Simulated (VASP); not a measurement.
SiO2:

```xyz
12
Lattice="5.0837 0.0000 0.0000 0.0000 5.0837 0.0000 0.0000 0.0000 7.1009" Properties=species:S:1:pos:R:3 pbc="T T T"
Si    1.4939    1.4939    0.0000
Si    1.0480    4.0357    1.7752
Si    3.5898    3.5898    3.5504
Si    4.0357    1.0480    5.3257
O     1.2261    0.4751    1.2371
O     2.0668    3.7679    3.0124
O     3.8576    4.6086    4.7876
O     3.0169    1.3158    6.5628
O     3.7679    2.0668    4.0885
O     4.6086    3.8576    2.3133
O     1.3158    3.0169    0.5381
O     0.4751    1.2261    5.8637
```

```yaml
Program: VASP 6.6.1
Task: relaxation of cell and atoms
Functional: r2SCAN
Potentials_or_basis: VASP PAW PBE potentials, release 64 (Si, O)
Cutoff: 600 eV
k_mesh: 4 × 4 × 4
Occupations: fermi-dirac, width 0.02 eV
Spin: no spin polarisation
```

At the start: pressure -4.4 GPa; volume 15.29 Å³/atom.

Question: Where does the relaxation end?

Answer: Over 46 steps the energy falls by 7.5 meV/atom and the volume is 14.09 Å³/atom (-7.8 %); space group P4_12_12 (No. 92, to 0.1 Å) before and after.

The path:
```
step  energy change (eV)  largest force (eV/Å)  pressure (GPa)  volume (Å³)
   1              0.0000                0.2569           -4.42       183.51
   3             -0.0690                0.0542           -0.07       179.02
   5             -0.0695                0.0581            0.01       178.85
   7             -0.0698                0.0833            0.00       178.79
   9             -0.0709                0.0567           -0.06       178.66
  11             -0.0709                0.1167           -0.30       178.13
  13             -0.0724                0.0570           -0.14       178.21
  15             -0.0752                0.0941            0.06       177.16
  17             -0.0771                0.3258            0.81       173.03
  19             -0.0782                0.2403            0.56       174.40
  21             -0.0804                0.2100            0.52       173.80
  23             -0.0856                0.0944            0.26       171.44
  25             -0.0867                0.0911            0.06       170.55
  27             -0.0887                0.0828           -0.22       169.95
  29             -0.0899                0.0157            0.02       169.12
  31             -0.0900                0.0104            0.01       169.13
  33             -0.0900                0.0139           -0.07       169.15
  35             -0.0901                0.0074           -0.01       169.08
  37             -0.0901                0.0119            0.04       169.05
  39             -0.0901                0.0071            0.03       169.07
  41             -0.0901                0.0139            0.04       169.07
  43             -0.0902                0.0085            0.03       169.09
  45             -0.0902                0.0056            0.03       169.13
  46             -0.0902                0.0049            0.01       169.14
```

Final structure:
```
Si O
1.0
     4.96059    0.00000    0.00000
     0.00000    4.96059    0.00000
     0.00000    0.00000    6.87340
Si O
4 8
Cartesian
  1.5139 1.5139 0.0000
  0.9664 3.9942 1.7184
  3.4467 3.4467 3.4367
  3.9942 0.9664 5.1550
  1.1765 0.5655 1.2615
  1.9148 3.6568 2.9799
  3.7841 4.3951 4.6982
  3.0458 1.3038 6.4166
  3.6568 1.9148 3.8935
  4.3951 3.7841 2.1752
  1.3038 3.0458 0.4568
  0.5655 1.1765 5.6119
```

Caveat: the PAW data sets were made with another functional, which shifts forces and pressure a little.
